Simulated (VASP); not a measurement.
Input of a VASP 6.6.1 run:

Contents of POSCAR:

```
ZnCu2SnSe4
1.0
   -2.8824511675      2.8824511675      5.7599695616
    2.8824511675     -2.8824511675      5.7599695616
    2.8824511675      2.8824511675     -5.7599695616
Zn Cu Sn Se
1 2 1 4
Direct
    0.7500000000      0.2500000000      0.5000000000
    0.2500000000      0.7500000000      0.5000000000
    0.0000000000      0.0000000000      0.0000000000
    0.5000000000      0.5000000000      0.0000000000
    0.6293930906      0.6387054504      0.5285377648
    0.1101676856      0.1008553259      0.4714622352
    0.8991446741      0.3706069094      0.0093123597
    0.3612945496      0.8898323144      0.9906876403
```

File INCAR.step1:

```
SYSTEM = ZnCu2SnSe4
PREC     = Accurate       ! precision mode
ENCUT    = 660            ! plane-wave cutoff, eV
ISMEAR   = 0              ! smearing method
SIGMA    = 0.1            ! smearing width, eV
LREAL    = .FALSE.        ! projectors in reciprocal space
LASPH    = .TRUE.         ! aspherical terms in the spheres
NELM     = 120            ! most SCF steps
NBANDS   = 46             ! bands
GGA      = PE             ! functional
ALGO     = Normal         ! electronic algorithm
EDIFF    = 1E-5           ! SCF threshold, eV
LWAVE    = .TRUE.         ! write WAVECAR
LCHARG   = .FALSE.        ! write CHGCAR
GGA_COMPAT= .FALSE.      
KPAR     = 4
```

File INCAR.step2:

```
SYSTEM = ZnCu2SnSe4
PREC     = Accurate       ! precision mode
ENCUT    = 660            ! plane-wave cutoff, eV
EDIFF    = 1E-6           ! SCF threshold, eV
ISMEAR   = 0              ! smearing method
SIGMA    = 0.1            ! smearing width, eV
LREAL    = .FALSE.        ! projectors in reciprocal space
LASPH    = .TRUE.         ! aspherical terms in the spheres
NELM     = 120            ! most SCF steps
ALGO     = Normal         ! electronic algorithm
ISIF     = 2              ! what is computed and relaxed
LWAVE    = .FALSE.        ! write WAVECAR
LCHARG   = .FALSE.        ! write CHGCAR
METAGGA  = R2SCAN         ! meta-GGA
LMIXTAU  = .TRUE.       
NBANDS   = 46             ! bands
ISTART   = 1            
GGA_COMPAT= .FALSE.      
KPAR     = 4
```

KPOINTS

```
regular mesh
0
G
  10 10 10
  0 0 0
```

Potentials or basis: VASP PAW PBE potentials, release 64 (Zn, Cu, Sn_d, Se).

The run is started by

```bash
$ cat potpaw_PBE.64/Zn/POTCAR potpaw_PBE.64/Cu/POTCAR potpaw_PBE.64/Sn_d/POTCAR potpaw_PBE.64/Se/POTCAR > POTCAR
$ cp INCAR.step1 INCAR
$ mpirun -np 4 vasp_std > vasp.out
$ cp INCAR.step2 INCAR
$ mpirun -np 4 vasp_std > vasp.out
```

Question: Predict the largest force.

Answer: 0.167 eV/Å.

Question: What does it give for the band gap on the k mesh?

Answer: 0.03 eV.

Forces in eV/Å, atoms in the order of the input:
```
Zn   0.000  0.000  0.000
Cu   0.000  0.000  0.000
Cu   0.000  0.000  0.000
Sn   0.000  0.000  0.000
Se  -0.141 -0.061  0.065
Se   0.141  0.061  0.065
Se   0.061 -0.141 -0.065
Se  -0.061  0.141 -0.065
```

Caveat: the smearing spreads over this small gap; semilocal functionals underestimate gaps, and a narrow one can read as zero; the PAW data sets were made with another functional, which shifts forces and pressure a little; spin-orbit coupling is left out, which moves the levels of the heavy elements. A k mesh can miss the band edges.
